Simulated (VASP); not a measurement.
# Mg (P6_3/mmc) in VASP: a series of runs

The runs below take Mg through single point, with LDA.

Program: VASP 6.6.1. These are calculated values, not measurements. Logs are shortened: lines on timing, memory, paths and dates and some standing lists are left out, and cuts for length are marked.

## (1) The cell of the first run

Symmetry: P6_3/mmc, No. 194, hexagonal system. The conventional cell has a = 3.137 Å, b = 3.137 Å, c = 5.079 Å, α = 90.00°, β = 90.00°, γ = 120.00°. Within 4.1 Å of Mg (site symmetry -6m2) lie 12 Mg at 3.12 to 3.14 Å.

## (2) Single point, LDA

INCAR

```
SYSTEM = Mg
PREC = Accurate
ENCUT = 520
EDIFF = 1E-7
ISMEAR = -1
SIGMA = 0.1
LREAL = .FALSE.
LASPH = .TRUE.
NELM = 100
ALGO = Normal
ISIF = 2
LWAVE = .FALSE.
LCHARG = .FALSE.
GGA = CA
NBANDS = 9
```

KPOINTS

```
regular mesh
0
G
  13 13 7
  0 0 0
```

POSCAR

```
Mg
1.0
    1.5683539307     -2.7164686923      0.0000000000
    1.5683539307      2.7164686923      0.0000000000
    0.0000000000      0.0000000000      5.0790567528
Mg
2
Direct
    0.6666666670      0.3333333330      0.2500000000
    0.3333333330      0.6666666670      0.7500000000
```

Potentials or basis: VASP PAW LDA potentials, release 64 (Mg).

Started as:

```console
$ cat potpaw_LDA.64/Mg/POTCAR > POTCAR
$ mpirun -np 1 vasp_std > vasp.out
```

OUTCAR:

```text
SYSTEM = Mg
   PREC = Accurate
   ENCUT = 520
   EDIFF = 1E-7
   ISMEAR = -1
   LREAL = .FALSE.
   LASPH = .TRUE.
   NELM = 100
   ISIF = 2
   GGA = CA

 ion  position               nearest neighbor table
   1  0.667  0.333  0.250-   2 3.12   2 3.12   2 3.12   2 3.12   2 3.12   2 3.12
   2  0.333  0.667  0.750-   1 3.12   1 3.12   1 3.12   1 3.12   1 3.12   1 3.12

  LATTYP: Found a hexagonal cell.
 ALAT       =     3.1367078615
 C/A-ratio  =     1.6192316840

  Lattice vectors:

 A1 = (   1.5683539307,  -2.7164686923,   0.0000000000)
 A2 = (   1.5683539307,   2.7164686923,   0.0000000000)
 A3 = (   0.0000000000,   0.0000000000,   5.0790567528)

Analysis of symmetry for initial positions (statically):
=====================================================================
 Subroutine PRICEL returns:
 Original cell was already a primitive cell.

 Routine SETGRP: Setting up the symmetry group for a
 hexagonal supercell.

 Subroutine GETGRP returns: Found 24 space group operations
 (whereof 12 operations were pure point group operations)
 out of a pool of 24 trial point group operations.

The static configuration has the point symmetry D_3d.
 The point group associated with its full space group is D_6h.

Analysis of symmetry for dynamics (positions and initial velocities):
=====================================================================
 Subroutine PRICEL returns:
 Original cell was already a primitive cell.

 Routine SETGRP: Setting up the symmetry group for a
 hexagonal supercell.

 Subroutine GETGRP returns: Found 24 space group operations
 (whereof 12 operations were pure point group operations)
 out of a pool of 24 trial point group operations.

The dynamic configuration has the point symmetry D_3d.
 The point group associated with its full space group is D_6h.

 Subroutine INISYM returns: Found 24 space group operations
 (whereof 12 operations are pure point group operations),
 and found     1 'primitive' translations

----------------------------------------------------------------------------------------

                                     Primitive cell

  volume of cell :      43.2775

[... 82 lines left out ...]
   ISPIN  =      1    spin polarized calculation?
   LNONCOLLINEAR =      F non collinear calculations
   LSORBIT =      F    spin-orbit coupling
   LASPH  =      T    aspherical Exc in radial PAW
   ENCUT  =  520.0 eV  38.22 Ry    6.18 a.u.   5.83  5.83  9.44*2*pi/ulx,y,z
   NELM   =    100;   NELMIN=  2; NELMDL= -5     # of ELM steps
   EDIFF  = 0.1E-06   stopping-criterion for ELM
   LREAL  =      F    real-space projection
   EDIFFG = 0.1E-05   stopping-criterion for IOM
   NSW    =      0    number of steps for IOM
   IBRION =     -1    ionic relax: 0-MD 1-quasi-New 2-CG
   NFREE  =      0    steps in history (QN), initial steepest desc. (CG)
   ISIF   =      2    stress and relaxation
   ISYM   =      2    0-nonsym 1-usesym 2-fastsym
   POTIM  = 0.5000    time-step for ionic-motion
   TEBEG  =    0.0;   TEEND  =   0.0 temperature during run
   PSTRESS=    0.0 pullay stress
   NELECT =       4.0000    total number of electrons
   NUPDOWN=      -1.0000    fix difference up-down
   EMIN   =  10.00;   EMAX   =-10.00  energy-range for DOS
   EFERMI =   0.00;   METHOD = LEGACY
   ISMEAR =    -1;   SIGMA  =   0.10  broadening in eV -4-tet -1-fermi 0-gaus
   EFERMI_NEDOS =   21; number of points for ismear=-14 and -15
   IALGO  =     38    algorithm
   IMIX   =      4    mixing-type and parameters
     AMIX     =   0.40;   BMIX     =  1.00
     AMIX_MAG =   1.60;   BMIX_MAG =  1.00
  volume/ion in A,a.u.               =      21.64       146.03
  Fermi-wavevector in a.u.,A,eV,Ry     =   0.740186  1.398749  7.454297  0.547875
  Thomas-Fermi vector in A             =   1.834528
   LORBIT       =      0    0 simple, 1 ext, 2 COOP (PROOUT), +10 PAW based schemes
   GGA     = CA    functional components
   LHFCALC =     F    Hartree Fock is set to
   AEXX    =    0.0000 exact exchange contribution
   IVDW    =     0    specifies the selected vdW correction
   LEPSILON=     F    determine dielectric tensor
   LRPA    =     F    only Hartree local field effects (RPA)
 non-spin polarized calculation
  energy-cutoff  :      520.00
  volume of cell :       43.28
 maximum number of plane-waves:      1183
 NGX is ok and might be reduce to    24
   NGX = 11   NGY = 11   NGZ = 19

 number of electron       4.0000000 magnetization

 Free energy of the ion-electron system (eV)
  ---------------------------------------------------
  ext. energy  EPLUGINS =         0.00000000
  ---------------------------------------------------
  free energy    TOTEN  =        -3.62899092 eV

  energy without entropy =       -3.59764138  energy(sigma->0) =       -3.61331615

 E-fermi :   2.8135     XC(G=0):  -8.8722

 val. band max:        2.8023297337   @ k =   0.3077  -0.0000   0.0000
 cond. band min:       2.8146651134   @ k =   0.4615  -0.0000   0.2857
 fundamental gap:      0.0123353797
 Fermi energy:         2.8135163345

 k-point     1 :       0.0000    0.0000    0.0000
  band No.  band energies     occupation
      1      -4.3941      2.00000
      2       1.0492      2.00000
      3       1.5349      1.99999
      4      13.9942      0.00000
      5      13.9942      0.00000
      6      14.1524      0.00000
      7      14.1524      0.00000
      8      14.9598      0.00000
      9      16.6827      0.00000
[... 265 lines left out ...]
 k-point    24 :       0.1538   -0.0000    0.1429
  band No.  band energies     occupation
      1      -3.7933      2.00000
      2       0.2543      2.00000
      3       3.4319      0.00412
      4       9.5884      0.00000
      5      11.9821      0.00000
      6      12.4434      0.00000
      7      13.5032      0.00000
      8      15.0167      0.00000
      9      15.3765      0.00000

 [... further k-points ...]
[... 5 lines left out ...]
  --------------------------------------------------------------------------------------
  -------------------------------------------------------------------------------------
  Total       -0.0711882     -0.0711882     -0.1078403      0.0000000      0.0000000      0.0000000
  in kB       -2.6354608     -2.6354608     -3.9923618      0.0000000      0.0000000      0.0000000
  external PRESSURE =      -3.0877611 kB  Pullay stress =       0.0000000 kB

 VOLUME and BASIS-vectors are now :
 -----------------------------------------------------------------------------
  energy-cutoff  :      520.00
  volume of cell :       43.28
      direct lattice vectors                 reciprocal lattice vectors
     1.568353931 -2.716468692  0.000000000     0.318805590 -0.184062493  0.000000000
     1.568353931  2.716468692  0.000000000     0.318805590  0.184062493  0.000000000
     0.000000000  0.000000000  5.079056753     0.000000000  0.000000000  0.196886951

 POSITION                                       TOTAL-FORCE (eV/Angst)
 -----------------------------------------------------------------------------------
      1.56835     -0.90549      1.26976         0.000000      0.000000      0.000000
      1.56835      0.90549      3.80929         0.000000     -0.000000      0.000000
 -----------------------------------------------------------------------------------
    total drift:                                0.000000     -0.000000      0.000000

  FREE ENERGIE OF THE ION-ELECTRON SYSTEM (eV)
  ---------------------------------------------------
  free  energy   TOTEN  =        -3.6289909241 eV

  energy  without entropy=       -3.5976413778  energy(sigma->0) =       -3.61331615
```

stdout:

```text
POSCAR found type information on POSCAR Mg
 POSCAR found :  1 types and       2 ions
 scaLAPACK will be used
 LDA part: xc-table for (Slater(with rela. corr.)+CA(PZ))
 , standard interpolation
 POSCAR, INCAR and KPOINTS ok, starting setup
 FFT: planning ... GRIDC
 FFT: planning ... GRID_SOFT
 FFT: planning ... GRID
 WAVECAR not read
 entering main loop
```

Wall time 28 s (1 thread of Intel Xeon 8259CL, shared host); peak memory 0.16 GiB.

What came out:

```yaml
Free_energy: -3.6290 eV
Pressure: -0.3 GPa
Band_gap_on_the_k_mesh: zero (bands 2 and 3 overlap by 2.41 eV)
```

Levels at points of the mesh, in eV from the Fermi level:
```csv
k point,band 1,band 2,band 3,band 4,band 5
"(0.00, 0.00, 0.00)",-7.21,-1.76,-1.28,11.18,11.18
```

## (3) Single point, LDA

INCAR

```
PREC     = Accurate       # precision mode
ENCUT    = 520            # plane-wave cutoff, eV
EDIFF    = 1E-6           # SCF threshold, eV
ISMEAR   = -1             # smearing method
SIGMA    = 0.1            # smearing width, eV
LREAL    = F              # projectors in reciprocal space
LASPH    = T              # aspherical terms in the spheres
NELM     = 60             # most SCF steps
ALGO     = Normal         # electronic algorithm
ISIF     = 2              # what is computed and relaxed
LWAVE    = F              # write WAVECAR
LCHARG   = T              # write CHGCAR
GGA      = CA             # functional
LELF     = T              # ELF
LVHAR    = T            
NBANDS   = 9              # bands
```

KPOINTS

```
regular mesh
0
Gamma
  13 13 7
```

POSCAR is that of step 2.

Potentials or basis: VASP PAW LDA potentials, release 64 (Mg).

Started as:

```console
$ cat potpaw_LDA.64/Mg/POTCAR > POTCAR
$ mpirun -np 1 vasp_std > vasp.out
```

Wall time 24 s (1 thread of Intel Xeon 8259CL, shared host); peak memory 0.16 GiB.

It converged, with:

- Free energy: -3.6290 eV
- Pressure: -0.3 GPa
- Band gap on the k mesh: zero (bands 2 and 3 overlap by 2.41 eV)

Stress tensor (GPa, compression positive):
```
-0.26  0.00  0.00
 0.00 -0.26  0.00
 0.00  0.00 -0.40
```

Levels at points of the mesh, in eV from the Fermi level:
```
           k point  band 1  band 2  band 3  band 4  band 5  band 6
(0.00, 0.00, 0.00)   -7.21   -1.76   -1.28   11.18   11.18   11.34
```
